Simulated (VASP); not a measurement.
Here is a VASP 6.6.1 calculation.

The input INCAR:

```
SYSTEM = H4Os
  PREC = Accurate
  ENCUT = 1230
  EDIFF = 1E-6
  ISMEAR = 0
  SIGMA = 0.1
  LREAL = .FALSE.
  LASPH = .TRUE.
  NELM = 120
  ALGO = Normal
  ISIF = 2
  LWAVE = .FALSE.
  LCHARG = .FALSE.
  GGA = PE
  NBANDS = 18
  GGA_COMPAT = .FALSE.
```

Contents of KPOINTS:

```
regular mesh
0
G
  6 6 6
  0 0 0
```

File POSCAR:

```
H4Os
1.0
    1.9145366396     -2.5105523744      0.0000000000
    1.9145366396      2.5105523744      0.0000000000
    0.0000000000      0.0000000000      3.0436425810
H Os
4 1
Direct
    0.6468513005      0.3531486995      0.0000000000
    0.3531486995      0.6468513005      0.0000000000
    0.7648678521      0.7648678521      0.5000000000
    0.2351321479      0.2351321479      0.5000000000
    0.0000000000      0.0000000000      0.0000000000
```

Potentials or basis: VASP PAW PBE potentials, release 64 (H_h, Os_sv_GW).

Launch:

```sh
$ cat potpaw_PBE.64/H_h/POTCAR potpaw_PBE.64/Os_sv_GW/POTCAR > POTCAR
$ mpirun -np 1 vasp_std > vasp.out
```

(1) Predict the largest force.

(2) What does it give for the band gap on the k mesh?

(3) Predict the pressure.

## Answers

(1) 0.008 eV/Å.

(2) zero (bands 10 and 11 overlap by 0.99 eV).

(3) 0.1 GPa.

Caveat: the cell differs from its parent crystal (atoms taken out); spin-orbit coupling is left out, which moves the levels of the heavy elements.
